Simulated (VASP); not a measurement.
# TePb (NiAs type) (P6_3/mmc) in VASP: notebook

Runs on TePb (NiAs type). Level: PBE. Tasks: single point.

All numbers are computed with VASP 6.6.1; they aren't measurements. Logs are shortened: lines on timing, memory, paths and dates and some standing lists are left out, and cuts for length are marked.

### 1 The cell of the first run

It takes space group P6_3/mmc (No. 194, hexagonal). Conventional cell: a = 3.927 Å, b = 3.927 Å, c = 8.080 Å, α = 90.00°, β = 90.00°, γ = 120.00°. Within 4.0 Å of Pb (site symmetry -3m) lie 6 Te at 3.04 Å and 6 Pb at 3.93 Å. Te (site symmetry -6m2) has 6 Pb at 3.04 Å and 6 Te at 3.93 Å within 4.0 Å.

### 2 Single point, PBE

Input file INCAR:

```
PREC = Accurate
ENCUT = 520
EDIFF = 1E-6
ISMEAR = -1
SIGMA = 0.05
LREAL = F
LASPH = T
NELM = 60
ALGO = Normal
ISIF = 2
LWAVE = F
LCHARG = F
GGA = PE
NBANDS = 28
```

Input file KPOINTS:

```
Automatic mesh
0
Gamma
  9 9 5
```

Input file POSCAR:

```
TePb
1.0
    3.9274968454      0.0000000000      0.0000000000
   -1.9637484227      3.4013120414      0.0000000000
    0.0000000000      0.0000000000      8.0799140992
Pb Te
2 2
Direct
    0.0000000000      0.0000000000      0.0000000000
    0.0000000000      0.0000000000      0.5000000000
    0.3333333333      0.6666666667      0.2500000000
    0.6666666667      0.3333333333      0.7500000000
```

Potentials or basis: VASP PAW PBE potentials, release 64 (Pb_d, Te).

Run with:

```sh
> cat potpaw_PBE.64/Pb_d/POTCAR potpaw_PBE.64/Te/POTCAR > POTCAR
> mpirun -np 1 vasp_std > vasp.out
```

OUTCAR:

```text
PREC = Accurate
   ENCUT = 520
   EDIFF = 1E-6
   ISMEAR = -1
   LREAL = F
   LASPH = T
   NELM = 60
   ISIF = 2
   GGA = PE

 ion  position               nearest neighbor table
   1  0.000  0.000  0.000-   3 3.04   4 3.04   4 3.04   3 3.04   4 3.04   3 3.04   2 4.04   2 4.04

   2  0.000  0.000  0.500-   3 3.04   4 3.04   4 3.04   3 3.04   4 3.04   3 3.04   1 4.04   1 4.04

   3  0.333  0.667  0.250-   1 3.04   2 3.04   1 3.04   2 3.04   1 3.04   2 3.04
   4  0.667  0.333  0.750-   1 3.04   2 3.04   1 3.04   2 3.04   1 3.04   2 3.04

  LATTYP: Found a hexagonal cell.
 ALAT       =     3.9274968454
 C/A-ratio  =     2.0572681322

  Lattice vectors:

 A1 = (   3.9274968454,   0.0000000000,   0.0000000000)
 A2 = (  -1.9637484227,   3.4013120414,   0.0000000000)
 A3 = (   0.0000000000,   0.0000000000,   8.0799140992)

Analysis of symmetry for initial positions (statically):
=====================================================================
 Subroutine PRICEL returns:
 Original cell was already a primitive cell.

 Routine SETGRP: Setting up the symmetry group for a
 hexagonal supercell.

 Subroutine GETGRP returns: Found 24 space group operations
 (whereof 12 operations were pure point group operations)
 out of a pool of 24 trial point group operations.

The static configuration has the point symmetry D_3d.
 The point group associated with its full space group is D_6h.

Analysis of symmetry for dynamics (positions and initial velocities):
=====================================================================
 Subroutine PRICEL returns:
 Original cell was already a primitive cell.

 Routine SETGRP: Setting up the symmetry group for a
 hexagonal supercell.

 Subroutine GETGRP returns: Found 24 space group operations
 (whereof 12 operations were pure point group operations)
 out of a pool of 24 trial point group operations.

The dynamic configuration has the point symmetry D_3d.
 The point group associated with its full space group is D_6h.

 Subroutine INISYM returns: Found 24 space group operations
 (whereof 12 operations are pure point group operations),
 and found     1 'primitive' translations

----------------------------------------------------------------------------------------

                                     Primitive cell

  volume of cell :     107.9367

  direct lattice vectors                    reciprocal lattice vectors
     3.927496845  0.000000000  0.000000000     0.254615099  0.147002096  0.000000000
    -1.963748423  3.401312041  0.000000000     0.000000000  0.294004192  0.000000000
     0.000000000  0.000000000  8.079914099     0.000000000  0.000000000  0.123763692

  length of vectors
     3.927496845  3.927496845  8.079914099     0.294004192  0.294004192  0.123763692

  position of ions in fractional coordinates (direct lattice)
     0.000000000  0.000000000  0.000000000
     0.000000000  0.000000000  0.500000000
     0.333333333  0.666666667  0.250000000
     0.666666667  0.333333333  0.750000000

  ion indices of the primitive-cell ions
   primitive index   ion index
                 1           1
                 2           2
                 3           3
                 4           4

----------------------------------------------------------------------------------------

 KPOINTS: Automatic mesh

Automatic generation of k-mesh.
 Grid dimensions read from file:
 generate k-points for:    9    9    5

 Generating k-lattice:

  Cartesian coordinates                     Fractional coordinates (reciprocal lattice)
     0.028290567  0.016333566  0.000000000     0.111111111  0.000000000  0.000000000
     0.000000000  0.032667132  0.000000000     0.000000000  0.111111111  0.000000000
     0.000000000  0.000000000  0.024752738     0.000000000  0.000000000  0.200000000

  Length of vectors
     0.032667132  0.032667132  0.024752738

  Shift w.r.t. Gamma in fractional coordinates (k-lattice)
     0.000000000  0.000000000  0.000000000

 Subroutine IBZKPT returns following result:
 ===========================================

 Found     36 irreducible k-points:

 Following reciprocal coordinates:
            Coordinates               Weight
  0.000000  0.000000  0.000000      1.000000
  0.111111 -0.000000  0.000000      6.000000
  0.222222 -0.000000  0.000000      6.000000
  0.333333  0.000000  0.000000      6.000000
  0.444444 -0.000000  0.000000      6.000000
  0.111111  0.111111  0.000000      6.000000
[... 16 lines left out ...]
  0.333333  0.222222  0.200000     24.000000
  0.333333  0.333333  0.200000      4.000000
 [... further k-points ...]
   k-points           NKPTS =     36   k-points in BZ     NKDIM =     36   number of bands    NBANDS=     28
   number of dos      NEDOS =    301   number of ions     NIONS =      4
   total plane-waves  NPLWV =  54000
   dimension x,y,z NGX =    30 NGY =   30 NGZ =   60
   dimension x,y,z NGXF=    60 NGYF=   60 NGZF=  120
   ions per type =               2   2
   NGX,Y,Z   is equivalent  to a cutoff of  12.70, 12.70, 12.35 a.u.
   NGXF,Y,Z  is equivalent  to a cutoff of  25.40, 25.40, 24.69 a.u.
 SYSTEM =  unknown system
   PREC   = accura    normal or accurate (medium, high low for compatibility)
   ISTART =      0    job   : 0-new  1-cont  2-samecut
   ICHARG =      2    charge: 1-file 2-atom 10-const
   ISPIN  =      1    spin polarized calculation?
   LNONCOLLINEAR =      F non collinear calculations
   LSORBIT =      F    spin-orbit coupling
   LASPH  =      T    aspherical Exc in radial PAW
   ENCUT  =  520.0 eV  38.22 Ry    6.18 a.u.   7.30  7.30 15.02*2*pi/ulx,y,z
   NELM   =     60;   NELMIN=  2; NELMDL= -5     # of ELM steps
   EDIFF  = 0.1E-05   stopping-criterion for ELM
   LREAL  =      F    real-space projection
   EDIFFG = 0.1E-04   stopping-criterion for IOM
   NSW    =      0    number of steps for IOM
   IBRION =     -1    ionic relax: 0-MD 1-quasi-New 2-CG
   NFREE  =      0    steps in history (QN), initial steepest desc. (CG)
   ISIF   =      2    stress and relaxation
   ISYM   =      2    0-nonsym 1-usesym 2-fastsym
   POTIM  = 0.5000    time-step for ionic-motion
   TEBEG  =    0.0;   TEEND  =   0.0 temperature during run
   PSTRESS=    0.0 pullay stress
   NELECT =      40.0000    total number of electrons
   NUPDOWN=      -1.0000    fix difference up-down
   EMIN   =  10.00;   EMAX   =-10.00  energy-range for DOS
   EFERMI =   0.00;   METHOD = LEGACY
   ISMEAR =    -1;   SIGMA  =   0.05  broadening in eV -4-tet -1-fermi 0-gaus
   EFERMI_NEDOS =   21; number of points for ismear=-14 and -15
   IALGO  =     38    algorithm
   IMIX   =      4    mixing-type and parameters
     AMIX     =   0.40;   BMIX     =  1.00
     AMIX_MAG =   1.60;   BMIX_MAG =  1.00
  volume/ion in A,a.u.               =      26.98       182.10
  Fermi-wavevector in a.u.,A,eV,Ry     =   1.175904  2.222136 18.813454  1.382750
  Thomas-Fermi vector in A             =   2.312277
   LORBIT       =      0    0 simple, 1 ext, 2 COOP (PROOUT), +10 PAW based schemes
   GGA     = PE    functional components
   LHFCALC =     F    Hartree Fock is set to
   AEXX    =    0.0000 exact exchange contribution
   IVDW    =     0    specifies the selected vdW correction
   LEPSILON=     F    determine dielectric tensor
   LRPA    =     F    only Hartree local field effects (RPA)
 non-spin polarized calculation
  energy-cutoff  :      520.00
  volume of cell :      107.94
 maximum number of plane-waves:      2953
 NGX is ok and might be reduce to    30
   NGX = 15   NGY = 15   NGZ = 31

 number of electron      40.0000010 magnetization

 Free energy of the ion-electron system (eV)
  ---------------------------------------------------
  ext. energy  EPLUGINS =         0.00000000
  ---------------------------------------------------
  free energy    TOTEN  =       -13.30760743 eV

  energy without entropy =      -13.30362512  energy(sigma->0) =      -13.30561628

 E-fermi :   8.8449     XC(G=0): -10.3803

 val. band max:        8.8346637580   @ k =   0.4444  -0.0000   0.0000
 cond. band min:       8.9602574394   @ k =   0.1111  -0.0000   0.4000
 fundamental gap:      0.1255936814
 Fermi energy:         8.8449276404

 k-point     1 :       0.0000    0.0000    0.0000
  band No.  band energies     occupation
      1      -8.5397      2.00000
      2      -8.5332      2.00000
      3      -8.5332      2.00000
      4      -8.5118      2.00000
      5      -8.5118      2.00000
      6      -8.4619      2.00000
[... 20 lines left out ...]
     27      14.0508      0.00000
     28      15.2199      0.00000

 k-point     2 :       0.1111   -0.0000    0.0000
  band No.  band energies     occupation
      1      -8.5477      2.00000
      2      -8.5331      2.00000
      3      -8.5250      2.00000
      4      -8.5171      2.00000
      5      -8.5021      2.00000
      6      -8.4710      2.00000
[... 20 lines left out ...]
     27      13.6799      0.00000
     28      14.0956      0.00000

 k-point     3 :       0.2222   -0.0000    0.0000
  band No.  band energies     occupation
      1      -8.5897      2.00000
      2      -8.5334      2.00000
      3      -8.5203      2.00000
      4      -8.5113      2.00000
      5      -8.4831      2.00000
      6      -8.4808      2.00000
[... 20 lines left out ...]
     27      14.2452      0.00000
     28      15.4951      0.00000

 k-point     4 :       0.3333    0.0000    0.0000
  band No.  band energies     occupation
      1      -8.6402      2.00000
      2      -8.5547      2.00000
      3      -8.5186      2.00000
      4      -8.5081      2.00000
      5      -8.4785      2.00000
      6      -8.4766      2.00000
[... 578 lines left out ...]
     27      14.5102      0.00000
     28      15.5425      0.00000

 k-point    23 :       0.3333    0.2222    0.2000
  band No.  band energies     occupation
      1      -8.6286      2.00000
      2      -8.5602      2.00000
      3      -8.5373      2.00000
      4      -8.4957      2.00000
      5      -8.4883      2.00000
      6      -8.4677      2.00000
[... 20 lines left out ...]
     27      14.6510      0.00000
     28      16.5680      0.00000

 k-point    24 :       0.3333    0.3333    0.2000
  band No.  band energies     occupation
      1      -8.5953      2.00000
      2      -8.5953      2.00000
      3      -8.5193      2.00000
      4      -8.5193      2.00000
      5      -8.4714      2.00000
      6      -8.4532      2.00000
[... 20 lines left out ...]
     27      16.2266      0.00000
     28      16.2266      0.00000

 [... further k-points ...]
[... 5 lines left out ...]
  --------------------------------------------------------------------------------------
  -------------------------------------------------------------------------------------
  Total       11.4172891     11.4172891     11.4248605      0.0000000      0.0000000      0.0000000
  in kB      169.4745608    169.4745608    169.5869475      0.0000000      0.0000000      0.0000000
  external PRESSURE =     169.5120230 kB  Pullay stress =       0.0000000 kB

 VOLUME and BASIS-vectors are now :
 -----------------------------------------------------------------------------
  energy-cutoff  :      520.00
  volume of cell :      107.94
      direct lattice vectors                 reciprocal lattice vectors
     3.927496845  0.000000000  0.000000000     0.254615099  0.147002096  0.000000000
    -1.963748423  3.401312041  0.000000000     0.000000000  0.294004192  0.000000000
     0.000000000  0.000000000  8.079914099     0.000000000  0.000000000  0.123763692

 POSITION                                       TOTAL-FORCE (eV/Angst)
 -----------------------------------------------------------------------------------
      0.00000      0.00000      0.00000         0.000000      0.000000     -0.000000
      0.00000      0.00000      4.03996         0.000000      0.000000     -0.000000
     -0.00000      2.26754      2.01998         0.000000      0.000000     -0.000000
      1.96375      1.13377      6.05994        -0.000000      0.000000      0.000000
 -----------------------------------------------------------------------------------
    total drift:                                0.000000      0.000000      0.000000

  FREE ENERGIE OF THE ION-ELECTRON SYSTEM (eV)
  ---------------------------------------------------
  free  energy   TOTEN  =       -13.3076074326 eV

  energy  without entropy=      -13.3036251175  energy(sigma->0) =      -13.30561628
```

Wall time 94 s (1 thread of Intel Xeon Platinum 8488C (Sapphire Rapids), shared host); peak memory 0.26 GiB.

Results:

```
Free energy            : -13.3076 eV
Pressure               : 17.0 GPa
Band gap on the k mesh : zero (band 20 reaches 10.52 eV, above the bottom of band 21 at 8.43 eV)
```

Levels at points of the mesh, in eV from the Fermi level:
```tsv
k point	band 18	band 19	band 20	band 21	band 22	band 23
(0.00, 0.00, 0.00)	-0.53	-0.53	1.67	1.74	3.04	3.04
```

Caveat: spin-orbit coupling is left out, which moves the levels of the heavy elements.

### 3 Single point, PBE

Input file INCAR:

```
SYSTEM = TePb
  ALGO = Normal
  EDIFF = 1E-6
  ENCUT = 520
  GGA = PE
  ISIF = 2
  ISMEAR = -1
  LASPH = .TRUE.
  LCHARG = .FALSE.
  LREAL = .FALSE.
  LWAVE = .FALSE.
  NBANDS = 28
  NELM = 80
  PREC = Accurate
  SIGMA = 0.05
```

Input file KPOINTS:

```
k-points
0
G
  9 9 5
  0 0 0
```

POSCAR is that of step 2.

Potentials or basis: VASP PAW PBE potentials, release 64 (Pb_d, Te).

Run with:

```sh
> cat potpaw_PBE.64/Pb_d/POTCAR potpaw_PBE.64/Te/POTCAR > POTCAR
> mpirun -np 1 vasp_std > vasp.out
```

Run time: 83 s. Hardware: 1 thread of Intel Xeon Platinum 8488C (Sapphire Rapids), shared host; peak memory 0.27 GiB.

It converged, with:

```
Free energy            : -13.3076 eV
Pressure               : 17.0 GPa
Band gap on the k mesh : zero (band 20 reaches 10.52 eV, above the bottom of band 21 at 8.43 eV)
```

Levels at points of the mesh, in eV from the Fermi level:
```csv
k point,band 18,band 19,band 20,band 21,band 22,band 23
"(0.00, 0.00, 0.00)",-0.53,-0.53,1.67,1.74,3.04,3.04
```

Caveat: spin-orbit coupling is left out, which moves the levels of the heavy elements.

### 4 Single point, PBE

This run uses another cell than the first one, of 32.48 Å³/atom, 1.204 times its volume.

Input file INCAR:

```
SYSTEM = TePb
PREC = Accurate
ENCUT = 520
EDIFF = 1E-6
ISMEAR = -1
SIGMA = 0.05
LREAL = .False.
LASPH = .True.
NELM = 80
ALGO = Normal
ISIF = 2
LWAVE = .False.
LCHARG = .False.
GGA = PE
NBANDS = 28
```

Input file KPOINTS:

```
regular mesh
0
Gamma
  9 9 5
  0 0 0
```

Input file POSCAR:

```
TePb
1.0
    4.9940448277      0.0000000000      0.0000000000
   -2.4970224138      4.3249696884      0.0000000000
    0.0000000000      0.0000000000      6.0158377884
Pb Te
2 2
Direct
    0.3333333333      0.6666666667     -0.0620005493
    0.6666666667      0.3333333333      0.4379994507
    0.3333333333      0.6666666667      0.4380005493
    0.6666666667      0.3333333333      0.9380005493
```

Potentials or basis: VASP PAW PBE potentials, release 64 (Pb_d, Te).

Run with:

```sh
> cat potpaw_PBE.64/Pb_d/POTCAR potpaw_PBE.64/Te/POTCAR > POTCAR
> mpirun -np 1 vasp_std > vasp.out
```

OUTCAR:

```text
SYSTEM = TePb
   PREC = Accurate
   ENCUT = 520
   EDIFF = 1E-6
   ISMEAR = -1
   LREAL = .False.
   LASPH = .True.
   NELM = 80
   ISIF = 2
   GGA = PE

 ion  position               nearest neighbor table
   1  0.333  0.667  0.938-   4 2.88   4 2.88   4 2.88   3 3.01   3 3.01
   2  0.667  0.333  0.438-   3 2.88   3 2.88   3 2.88   4 3.01   4 3.01
   3  0.333  0.667  0.438-   2 2.88   2 2.88   2 2.88   1 3.01   1 3.01
   4  0.667  0.333  0.938-   1 2.88   1 2.88   1 2.88   2 3.01   2 3.01

  LATTYP: Found a hexagonal cell.
 ALAT       =     4.9940448277
 C/A-ratio  =     1.2046022805

  Lattice vectors:

 A1 = (   4.9940448277,   0.0000000000,   0.0000000000)
 A2 = (  -2.4970224138,   4.3249696884,   0.0000000000)
 A3 = (   0.0000000000,   0.0000000000,   6.0158377884)

Analysis of symmetry for initial positions (statically):
=====================================================================
 Subroutine PRICEL returns:
 Original cell was already a primitive cell.

 Routine SETGRP: Setting up the symmetry group for a
 hexagonal supercell.

[... 166 lines left out ...]
  ext. energy  EPLUGINS =         0.00000000
  ---------------------------------------------------
  free energy    TOTEN  =       -12.83489718 eV

  energy without entropy =      -12.83460835  energy(sigma->0) =      -12.83475276

 E-fermi :   6.9861     XC(G=0):  -9.1815

 val. band max:        6.6974717663   @ k =   0.3333   0.3333   0.4000
 cond. band min:       7.2773286068   @ k =   0.1111   0.0000   0.0000
 fundamental gap:      0.5798568405
 Fermi energy:         6.9861208012

 k-point     1 :       0.0000    0.0000    0.0000
  band No.  band energies     occupation
      1     -10.6790      2.00000
      2     -10.5396      2.00000
      3     -10.5396      2.00000
      4     -10.5378      2.00000
      5     -10.5378      2.00000
      6     -10.5027      2.00000
[... 733 lines left out ...]
     27      12.5116      0.00000
     28      13.0218      0.00000

 [... further k-points ...]
[... 5 lines left out ...]
  --------------------------------------------------------------------------------------
  -------------------------------------------------------------------------------------
  Total       13.7509428     13.7509428     13.7635260      0.0000000      0.0000000      0.0000000
  in kB      169.5553258    169.5553258    169.7104824      0.0000000      0.0000000      0.0000000
  external PRESSURE =     169.6070447 kB  Pullay stress =       0.0000000 kB

 VOLUME and BASIS-vectors are now :
 -----------------------------------------------------------------------------
  energy-cutoff  :      520.00
  volume of cell :      129.94
      direct lattice vectors                 reciprocal lattice vectors
     4.994044828  0.000000000  0.000000000     0.200238491  0.115607747  0.000000000
    -2.497022414  4.324969688  0.000000000     0.000000000  0.231215493  0.000000000
     0.000000000  0.000000000  6.015837788     0.000000000  0.000000000  0.166227886

 POSITION                                       TOTAL-FORCE (eV/Angst)
 -----------------------------------------------------------------------------------
     -0.00000      2.88331      5.64285         0.000000     -0.000000      0.000000
      2.49702      1.44166      2.63493        -0.000000      0.000000      0.000000
     -0.00000      2.88331      2.63494         0.000000     -0.000000     -0.000000
      2.49702      1.44166      5.64286        -0.000000      0.000000      0.000000
 -----------------------------------------------------------------------------------
    total drift:                               -0.000000      0.000000     -0.003051

  FREE ENERGIE OF THE ION-ELECTRON SYSTEM (eV)
  ---------------------------------------------------
  free  energy   TOTEN  =       -12.8348971816 eV

  energy  without entropy=      -12.8346083467  energy(sigma->0) =      -12.83475276
```

Wall time 1.8 min (1 thread of Intel Xeon Platinum 8488C (Sapphire Rapids), shared host); peak memory 0.31 GiB.

What came out:

| Quantity | Value |
| --- | --- |
| Free energy | -12.8349 eV |
| Pressure | 17.0 GPa |
| Band gap on the k mesh | 0.58 eV, indirect (least direct gap 1.20 eV) |

Levels at points of the mesh, in eV from the valence-band top:
```
           k point  band 17  band 18  band 19  band 20  band 21  band 22  band 23  band 24
(0.00, 0.00, 0.00)    -3.99    -2.19    -2.13    -2.13     0.64     0.64     2.92     2.92
```

Caveat: spin-orbit coupling is left out, which moves the levels of the heavy elements. A k mesh can miss the band edges.
